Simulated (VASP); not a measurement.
Ru:

```
CELL_PARAMETERS angstrom
2.72003 0.00000 0.00000
-1.36001 2.35561 0.00000
0.00000 0.00000 4.29677
ATOMIC_POSITIONS crystal
Ru 0.33333 0.66667 0.25000
Ru 0.66667 0.33333 0.75000
```

- Program: VASP 6.6.1
- Task: relaxation of cell and atoms
- Functional: PBEsol
- Potentials or basis: VASP PAW PBE potentials, release 64 (Ru_pv)
- Cutoff: 600 eV
- k mesh: 18 × 18 × 10
- Occupations: gaussian, width 0.1 eV
- Spin: no spin polarisation

At the start: pressure -10.7 GPa; volume 13.77 Å³/atom.

Problem. How do energy, volume and symmetry change on relaxing?

Solution. Over 11 steps the energy falls by 15.5 meV/atom and the volume is 13.32 Å³/atom (-3.2 %); space group P6_3/mmc (No. 194, to 0.1 Å) before and after.

Step by step:
```csv
step,energy change (eV),largest force (eV/Å),pressure (GPa),volume (Å³)
1,0.0000,0.0000,-10.66,27.53
2,0.3051,0.0000,45.84,24.04
3,-0.0309,0.0000,-0.38,26.67
4,-0.0310,0.0000,-0.14,26.65
5,-0.0310,0.0000,0.09,26.63
6,-0.0310,0.0000,0.07,26.63
7,-0.0310,0.0000,0.08,26.63
8,-0.0310,0.0000,0.06,26.63
9,-0.0310,0.0000,0.06,26.63
10,-0.0310,0.0000,0.06,26.63
11,-0.0310,0.0000,-0.01,26.64
```

Final structure:
```
Ru
1.0
     2.68970    0.00000    0.00000
    -1.34485    2.32935    0.00000
     0.00000    0.00000    4.25244
Ru
2
Direct
  0.33333 0.66667 0.25000
  0.66667 0.33333 0.75000
```

Caveat: the PAW data sets were made with another functional, which shifts forces and pressure a little.
